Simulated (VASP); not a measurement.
# Sn3PbO4 (P4mm) in VASP: a series of runs

Runs on Sn3PbO4. Level: PBE. Tasks: single point, relaxation of cell and atoms.

All numbers are computed with VASP 6.6.1; they aren't measurements. Logs are shortened: lines on timing, memory, paths and dates and some standing lists are left out, and cuts for length are marked.

## 1. The cell of the first run

Symmetry: P4mm, No. 99, tetragonal system. The conventional cell has a = 3.862 Å, b = 3.862 Å, c = 10.157 Å, α = 90.00°, β = 90.00°, γ = 90.00°. Within 3.0 Å of Sn (site symmetry 4mm) lie 4 O at 2.25 Å. Within 3.0 Å of Sn (site symmetry 4mm) lie 4 O at 2.25 Å. Sn (site symmetry 4mm) has 4 O at 2.25 Å within 3.0 Å. Pb (site symmetry 4mm) has 4 O at 2.25 Å within 3.0 Å. Within 3.0 Å of O (site symmetry 2mm) lie 2 Sn at 2.25 Å and 2 Pb at 2.25 Å and 4 O at 2.73 Å. Within 3.0 Å of O (site symmetry 2mm) lie 4 Sn at 2.25 Å and 4 O at 2.73 Å.

## 2. Single point, PBE

INCAR reads:

```
PREC = Accurate ; ENCUT = 520
EDIFF = 1E-6 ; ISMEAR = 0
SIGMA = 0.1 ; LREAL = F
LASPH = T ; NELM = 80
ALGO = Normal ; ISIF = 2
LWAVE = F ; LCHARG = F
GGA = PE ; NBANDS = 50
```

KPOINTS reads:

```
regular mesh
0
Gamma
  4 4 2
```

POSCAR reads:

```
Sn3PbO4
1.0
    3.8615879700      0.0000000000      0.0000000000
    0.0000000000      3.8615879700      0.0000000000
    0.0000000000      0.0000000000     10.1568546200
Sn Pb O
3 1 4
Direct
    0.5000000000      0.5000000000      0.6129873900
    0.0000000000      0.0000000000      0.3870126100
    0.0000000000      0.0000000000      0.8870126100
    0.5000000000      0.5000000000      0.1129873900
    0.5000000000      0.0000000000      0.0000000000
    0.5000000000      0.0000000000      0.5000000000
    0.0000000000      0.5000000000      0.0000000000
    0.0000000000      0.5000000000      0.5000000000
```

Potentials or basis: VASP PAW PBE potentials, release 64 (Sn_d, Pb_d, O).

On the command line:

```bash
$ cat potpaw_PBE.64/Sn_d/POTCAR potpaw_PBE.64/Pb_d/POTCAR potpaw_PBE.64/O/POTCAR > POTCAR
$ mpirun -np 1 vasp_std > vasp.out
```

OUTCAR:

```text
PREC = Accurate
   ENCUT = 520
   EDIFF = 1E-6
   ISMEAR = 0
   LREAL = F
   LASPH = T
   NELM = 80
   ISIF = 2
   GGA = PE

 ion  position               nearest neighbor table
   1  0.500  0.500  0.613-   6 2.25   8 2.25   6 2.25   8 2.25   2 3.57   2 3.57   2 3.57   2 3.57

   2  0.000  0.000  0.387-   6 2.25   8 2.25   8 2.25   6 2.25   1 3.57   1 3.57   1 3.57   1 3.57
                             4 3.90   4 3.90   4 3.90   4 3.90
   3  0.000  0.000  0.887-   5 2.25   7 2.25   7 2.25   5 2.25   4 3.57   4 3.57   4 3.57   4 3.57

   4  0.500  0.500  0.113-   5 2.25   7 2.25   5 2.25   7 2.25   3 3.57   3 3.57   3 3.57   3 3.57
                             2 3.90   2 3.90   2 3.90   2 3.90
   5  0.500  0.000  0.000-   3 2.25   4 2.25   4 2.25   3 2.25
   6  0.500  0.000  0.500-   1 2.25   2 2.25   1 2.25   2 2.25
   7  0.000  0.500  0.000-   3 2.25   4 2.25   3 2.25   4 2.25
   8  0.000  0.500  0.500-   1 2.25   2 2.25   2 2.25   1 2.25

  LATTYP: Found a simple tetragonal cell.
 ALAT       =     3.8615879700
 C/A-ratio  =     2.6302274346

  Lattice vectors:

 A1 = (   3.8615879700,   0.0000000000,   0.0000000000)
 A2 = (   0.0000000000,   3.8615879700,   0.0000000000)
 A3 = (   0.0000000000,   0.0000000000,  10.1568546200)

Analysis of symmetry for initial positions (statically):
=====================================================================
 Subroutine PRICEL returns:
 Original cell was already a primitive cell.

 Routine SETGRP: Setting up the symmetry group for a
 simple tetragonal supercell.

 Subroutine GETGRP returns: Found  8 space group operations
 (whereof  8 operations were pure point group operations)
 out of a pool of 16 trial point group operations.

The static configuration has the point symmetry C_4v.

Analysis of symmetry for dynamics (positions and initial velocities):
=====================================================================
 Subroutine PRICEL returns:
 Original cell was already a primitive cell.

 Routine SETGRP: Setting up the symmetry group for a
 simple tetragonal supercell.

 Subroutine GETGRP returns: Found  8 space group operations
 (whereof  8 operations were pure point group operations)
 out of a pool of 16 trial point group operations.

The dynamic configuration has the point symmetry C_4v.

 Subroutine INISYM returns: Found  8 space group operations
 (whereof  8 operations are pure point group operations),
 and found     1 'primitive' translations

----------------------------------------------------------------------------------------

                                     Primitive cell

  volume of cell :     151.4576

  direct lattice vectors                    reciprocal lattice vectors
     3.861587970  0.000000000  0.000000000     0.258960823  0.000000000  0.000000000
     0.000000000  3.861587970  0.000000000     0.000000000  0.258960823  0.000000000
     0.000000000  0.000000000 10.156854620     0.000000000  0.000000000  0.098455677

  length of vectors
     3.861587970  3.861587970 10.156854620     0.258960823  0.258960823  0.098455677

  position of ions in fractional coordinates (direct lattice)
     0.500000000  0.500000000  0.612987390
     0.000000000  0.000000000  0.387012610
     0.000000000  0.000000000  0.887012610
     0.500000000  0.500000000  0.112987390
     0.500000000  0.000000000  0.000000000
     0.500000000  0.000000000  0.500000000
     0.000000000  0.500000000  0.000000000
     0.000000000  0.500000000  0.500000000

  ion indices of the primitive-cell ions
   primitive index   ion index
                 1           1
                 2           2
                 3           3
                 4           4
                 5           5
                 6           6
                 7           7
                 8           8

----------------------------------------------------------------------------------------

 KPOINTS: regular mesh

Automatic generation of k-mesh.
 Grid dimensions read from file:
 generate k-points for:    4    4    2

 Generating k-lattice:

  Cartesian coordinates                     Fractional coordinates (reciprocal lattice)
     0.064740206  0.000000000  0.000000000     0.250000000  0.000000000  0.000000000
     0.000000000  0.064740206  0.000000000     0.000000000  0.250000000  0.000000000
     0.000000000  0.000000000  0.049227839     0.000000000  0.000000000  0.500000000

  Length of vectors
     0.064740206  0.064740206  0.049227839

  Shift w.r.t. Gamma in fractional coordinates (k-lattice)
     0.000000000  0.000000000  0.000000000

 Subroutine IBZKPT returns following result:
 ===========================================

 Found     12 irreducible k-points:

 Following reciprocal coordinates:
            Coordinates               Weight
  0.000000  0.000000  0.000000      1.000000
  0.250000  0.000000  0.000000      4.000000
  0.500000  0.000000  0.000000      2.000000
  0.250000  0.250000  0.000000      4.000000
  0.500000  0.250000  0.000000      4.000000
  0.500000  0.500000  0.000000      1.000000
  0.000000  0.000000  0.500000      1.000000
  0.250000  0.000000  0.500000      4.000000
  0.500000  0.000000  0.500000      2.000000
  0.250000  0.250000  0.500000      4.000000
  0.500000  0.250000  0.500000      4.000000
  0.500000  0.500000  0.500000      1.000000
   k-points           NKPTS =     12   k-points in BZ     NKDIM =     12   number of bands    NBANDS=     50
   number of dos      NEDOS =    301   number of ions     NIONS =      8
   total plane-waves  NPLWV =  72000
   dimension x,y,z NGX =    30 NGY =   30 NGZ =   80
   dimension x,y,z NGXF=    60 NGYF=   60 NGZF=  160
   ions per type =               3   1   4
   NGX,Y,Z   is equivalent  to a cutoff of  12.92, 12.92, 13.09 a.u.
   NGXF,Y,Z  is equivalent  to a cutoff of  25.83, 25.83, 26.19 a.u.
 SYSTEM =  unknown system
   PREC   = accura    normal or accurate (medium, high low for compatibility)
   ISTART =      0    job   : 0-new  1-cont  2-samecut
   ICHARG =      2    charge: 1-file 2-atom 10-const
   ISPIN  =      1    spin polarized calculation?
   LNONCOLLINEAR =      F non collinear calculations
   LSORBIT =      F    spin-orbit coupling
   LASPH  =      T    aspherical Exc in radial PAW
   ENCUT  =  520.0 eV  38.22 Ry    6.18 a.u.   7.18  7.18 18.89*2*pi/ulx,y,z
   NELM   =     80;   NELMIN=  2; NELMDL= -5     # of ELM steps
   EDIFF  = 0.1E-05   stopping-criterion for ELM
   LREAL  =      F    real-space projection
[... 7 lines left out ...]
   TEBEG  =    0.0;   TEEND  =   0.0 temperature during run
   PSTRESS=    0.0 pullay stress
   NELECT =      80.0000    total number of electrons
   NUPDOWN=      -1.0000    fix difference up-down
   EMIN   =  10.00;   EMAX   =-10.00  energy-range for DOS
   EFERMI =   0.00;   METHOD = LEGACY
   ISMEAR =     0;   SIGMA  =   0.10  broadening in eV -4-tet -1-fermi 0-gaus
   EFERMI_NEDOS =   21; number of points for ismear=-14 and -15
   IALGO  =     38    algorithm
   IMIX   =      4    mixing-type and parameters
     AMIX     =   0.40;   BMIX     =  1.00
     AMIX_MAG =   1.60;   BMIX_MAG =  1.00
  volume/ion in A,a.u.               =      18.93       127.76
  Fermi-wavevector in a.u.,A,eV,Ry     =   1.323349  2.500767 23.827245  1.751253
  Thomas-Fermi vector in A             =   2.452964
   LORBIT       =      0    0 simple, 1 ext, 2 COOP (PROOUT), +10 PAW based schemes
   GGA     = PE    functional components
   LHFCALC =     F    Hartree Fock is set to
   AEXX    =    0.0000 exact exchange contribution
   IVDW    =     0    specifies the selected vdW correction
   LEPSILON=     F    determine dielectric tensor
   LRPA    =     F    only Hartree local field effects (RPA)
 non-spin polarized calculation
 Gauss-broadening in eV      SIGMA  =   0.10
  energy-cutoff  :      520.00
  volume of cell :      151.46
 maximum number of plane-waves:      4108
 NGX is ok and might be reduce to    30
   NGX = 15   NGY = 15   NGZ = 37

 number of electron      80.0000027 magnetization

 Free energy of the ion-electron system (eV)
  ---------------------------------------------------
  ext. energy  EPLUGINS =         0.00000000
  ---------------------------------------------------
  free energy    TOTEN  =       -44.60599553 eV

  energy without entropy =      -44.60599553  energy(sigma->0) =      -44.60599553

 E-fermi :   6.4646     XC(G=0):  -9.8697

 val. band max:        6.0957767400   @ k =   0.0000   0.0000   0.0000
 cond. band min:       6.8424936502   @ k =   0.5000   0.5000   0.0000
 fundamental gap:      0.7467169102
 Fermi energy:         6.4646361503

 k-point     1 :       0.0000    0.0000    0.0000
  band No.  band energies     occupation
      1     -15.6622      2.00000
      2     -15.2937      2.00000
      3     -15.2937      2.00000
      4     -15.2814      2.00000
      5     -15.2701      2.00000
      6     -15.2556      2.00000
[... 42 lines left out ...]
     49      11.9371      0.00000
     50      11.9371      0.00000

 k-point     2 :       0.2500    0.0000    0.0000
  band No.  band energies     occupation
      1     -15.6336      2.00000
      2     -15.3829      2.00000
      3     -15.2958      2.00000
      4     -15.2880      2.00000
      5     -15.2504      2.00000
      6     -15.2250      2.00000
[... 42 lines left out ...]
     49      12.1135      0.00000
     50      12.2822      0.00000

 k-point     3 :       0.5000    0.0000    0.0000
  band No.  band energies     occupation
      1     -15.5496      2.00000
      2     -15.5439      2.00000
      3     -15.3020      2.00000
      4     -15.2908      2.00000
      5     -15.2419      2.00000
      6     -15.2081      2.00000
[... 42 lines left out ...]
     49      12.2410      0.00000
     50      12.7325      0.00000

 k-point     4 :       0.2500    0.2500    0.0000
  band No.  band energies     occupation
      1     -15.6172      2.00000
      2     -15.4485      2.00000
      3     -15.3055      2.00000
      4     -15.2993      2.00000
      5     -15.2436      2.00000
      6     -15.1981      2.00000
[... 42 lines left out ...]
     49      12.0165      0.00000
     50      12.2090      0.00000

 k-point     5 :       0.5000    0.2500    0.0000
  band No.  band energies     occupation
      1     -15.5677      2.00000
      2     -15.5614      2.00000
      3     -15.3060      2.00000
      4     -15.2978      2.00000
      5     -15.2366      2.00000
      6     -15.1791      2.00000
[... 42 lines left out ...]
     49      12.5783      0.00000
     50      12.7734      0.00000

 k-point     6 :       0.5000    0.5000    0.0000
  band No.  band energies     occupation
      1     -15.5890      2.00000
      2     -15.5890      2.00000
      3     -15.3115      2.00000
      4     -15.2822      2.00000
      5     -15.2336      2.00000
      6     -15.1662      2.00000
[... 42 lines left out ...]
     49      11.6545      0.00000
     50      11.7412      0.00000

 k-point     7 :       0.0000    0.0000    0.5000
  band No.  band energies     occupation
      1     -15.6622      2.00000
      2     -15.2937      2.00000
      3     -15.2937      2.00000
      4     -15.2814      2.00000
      5     -15.2702      2.00000
      6     -15.2559      2.00000
[... 42 lines left out ...]
     49      13.1593      0.00000
     50      13.1857      0.00000

 k-point     8 :       0.2500    0.0000    0.5000
  band No.  band energies     occupation
      1     -15.6336      2.00000
      2     -15.3829      2.00000
      3     -15.2958      2.00000
      4     -15.2880      2.00000
      5     -15.2504      2.00000
      6     -15.2249      2.00000
[... 42 lines left out ...]
     49      11.7746      0.00000
     50      12.0060      0.00000

 k-point     9 :       0.5000    0.0000    0.5000
  band No.  band energies     occupation
      1     -15.5495      2.00000
      2     -15.5439      2.00000
      3     -15.3020      2.00000
      4     -15.2908      2.00000
      5     -15.2419      2.00000
      6     -15.2081      2.00000
[... 42 lines left out ...]
     49      12.2054      0.00000
     50      12.3029      0.00000

 k-point    10 :       0.2500    0.2500    0.5000
  band No.  band energies     occupation
      1     -15.6172      2.00000
      2     -15.4485      2.00000
      3     -15.3055      2.00000
      4     -15.2993      2.00000
      5     -15.2436      2.00000
      6     -15.1981      2.00000
[... 42 lines left out ...]
     49      12.2785      0.00000
     50      12.4784      0.00000

 k-point    11 :       0.5000    0.2500    0.5000
  band No.  band energies     occupation
      1     -15.5678      2.00000
      2     -15.5614      2.00000
      3     -15.3060      2.00000
      4     -15.2978      2.00000
      5     -15.2366      2.00000
      6     -15.1791      2.00000
[... 42 lines left out ...]
     49      12.8544      0.00000
     50      12.9527      0.00000

 k-point    12 :       0.5000    0.5000    0.5000
  band No.  band energies     occupation
      1     -15.5890      2.00000
      2     -15.5890      2.00000
      3     -15.3115      2.00000
      4     -15.2822      2.00000
      5     -15.2335      2.00000
      6     -15.1662      2.00000
[... 42 lines left out ...]
     49      11.7275      0.00000
     50      11.7787      0.00000

------------------------ aborting loop because EDIFF is reached ----------------------------------------

  FORCE on cell =-STRESS in cart. coord.  units (eV):
  Direction    XX          YY          ZZ          XY          YZ          ZX
  --------------------------------------------------------------------------------------
  -------------------------------------------------------------------------------------
  Total        4.2638238      4.2638238      3.7452641      0.0000000      0.0000000     -0.0000000
  in kB       45.1043815     45.1043815     39.6188556      0.0000000      0.0000000     -0.0000000
  external PRESSURE =      43.2758729 kB  Pullay stress =       0.0000000 kB

 VOLUME and BASIS-vectors are now :
 -----------------------------------------------------------------------------
  energy-cutoff  :      520.00
  volume of cell :      151.46
      direct lattice vectors                 reciprocal lattice vectors
     3.861587970  0.000000000  0.000000000     0.258960823  0.000000000  0.000000000
     0.000000000  3.861587970  0.000000000     0.000000000  0.258960823  0.000000000
     0.000000000  0.000000000 10.156854620     0.000000000  0.000000000  0.098455677

 POSITION                                       TOTAL-FORCE (eV/Angst)
 -----------------------------------------------------------------------------------
      1.93079      1.93079      6.22602         0.000000      0.000000      0.509041
      0.00000      0.00000      3.93083         0.000000     -0.000000     -0.067480
      0.00000      0.00000      9.00926        -0.000000     -0.000000     -0.256163
      1.93079      1.93079      1.14760         0.000000     -0.000000      2.088761
      1.93079      0.00000      0.00000         0.000000     -0.000000     -0.975433
      1.93079      0.00000      5.07843         0.000000     -0.000000     -0.161647
      0.00000      1.93079      0.00000         0.000000     -0.000000     -0.975433
      0.00000      1.93079      5.07843         0.000000      0.000000     -0.161647
 -----------------------------------------------------------------------------------
    total drift:                                0.000000      0.000000      0.000084

  FREE ENERGIE OF THE ION-ELECTRON SYSTEM (eV)
  ---------------------------------------------------
  free  energy   TOTEN  =       -44.6059955328 eV

  energy  without entropy=      -44.6059955284  energy(sigma->0) =      -44.60599553
```

Run time: 3.1 min. Hardware: 1 thread of Intel Xeon 8259CL, shared host; peak memory 0.29 GiB.

What came out:

| Quantity | Value |
| --- | --- |
| Free energy | -44.6060 eV |
| Pressure | 4.3 GPa |
| Largest force | 2.089 eV/Å |
| Band gap on the k mesh | 0.75 eV (least direct gap 1.71 eV) |

Forces on the atoms (eV/Å):
```
Sn   0.000  0.000  0.509
Sn   0.000  0.000 -0.067
Sn   0.000  0.000 -0.256
Pb   0.000  0.000  2.089
O    0.000  0.000 -0.975
O    0.000  0.000 -0.162
O    0.000  0.000 -0.975
O    0.000  0.000 -0.162
```

Caveat: the cell stands under pressure; spin-orbit coupling is left out, which moves the levels of the heavy elements; forces of over 1 eV/Å act on the atoms, so gaps and moduli don't describe the material at rest. A k mesh can miss the band edges.

(Continued in part 2 of 3.)
